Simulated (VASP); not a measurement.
Here is a VASP 6.6.1 calculation.

File INCAR:

```
SYSTEM = MnF2
PREC     = Accurate       ! precision mode
ENCUT    = 520            ! plane-wave cutoff, eV
EDIFF    = 1E-6           ! SCF threshold, eV
ISMEAR   = 0              ! smearing method
SIGMA    = 0.05           ! smearing width, eV
LREAL    = .False.        ! projectors in reciprocal space
LASPH    = .True.         ! aspherical terms in the spheres
NELM     = 150            ! most SCF steps
ALGO     = Normal         ! electronic algorithm
ISIF     = 2              ! what is computed and relaxed
LWAVE    = .False.        ! write WAVECAR
LCHARG   = .False.        ! write CHGCAR
ISPIN    = 2              ! spin polarisation
MAGMOM   = 4.69 4.69 0.07 0.07 0.07 0.07 ! initial moments
LORBIT   = 11             ! projections on sites
LMAXMIX  = 4              ! l up to which the mixer works
LDAU     = .True.         ! DFT+U
LDAUTYPE = 2            
LDAUL    = 2 -1           ! shell
LDAUU    = 3.9 0          ! U, eV
LDAUJ    = 0 0          
LDAUPRINT= 1            
GGA      = RE             ! functional
IVDW     = 13             ! dispersion correction
NBANDS   = 40             ! bands
```

Contents of KPOINTS:

```
regular mesh
0
Gamma
  6 6 8
  0 0 0
```

Contents of POSCAR:

```
MnF2
1.0
    4.9155105424      0.0000000000      0.0000000000
    0.0000000000      4.9155105424      0.0000000000
    0.0000000000      0.0000000000      3.3747891048
Mn F
2 4
Direct
    0.0000000000      0.0000000000      0.0000000000
    0.5000000000      0.5000000000      0.5000000000
    0.3047926695      0.3047926695      0.0000000000
    0.1952073305      0.8047926695      0.5000000000
    0.6952073305      0.6952073305      0.0000000000
    0.8047926695      0.1952073305      0.5000000000
```

Potentials or basis: VASP PAW PBE potentials, release 64 (Mn_pv, F).

Launch:

```bash
$ cat potpaw_PBE.64/Mn_pv/POTCAR potpaw_PBE.64/F/POTCAR > POTCAR
$ mpirun -np 1 vasp_std > vasp.out
```

Question: Predict the net moment.

Answer: 10.00 μB per cell.

Question: Predict the site moments.

Answer: Mn +4.70; F +0.05 μB.

Eigenvalues of the final occupation matrices:
| site | spin | trace | eigenvalues |
| --- | --- | --- | --- |
| site 1 d | 1 | 4.81 | 0.95 0.95 0.95 0.98 0.98 |
| site 1 d | 2 | 0.14 | 0.01 0.01 0.01 0.05 0.06 |
| site 2 d | 1 | 4.81 | 0.95 0.95 0.95 0.98 0.98 |
| site 2 d | 2 | 0.14 | 0.01 0.01 0.01 0.05 0.06 |

Caveat: only a ferromagnetic start was run, and an antiferromagnetic order may lie lower in energy. The state reached can hang on the start; a lower one may exist.
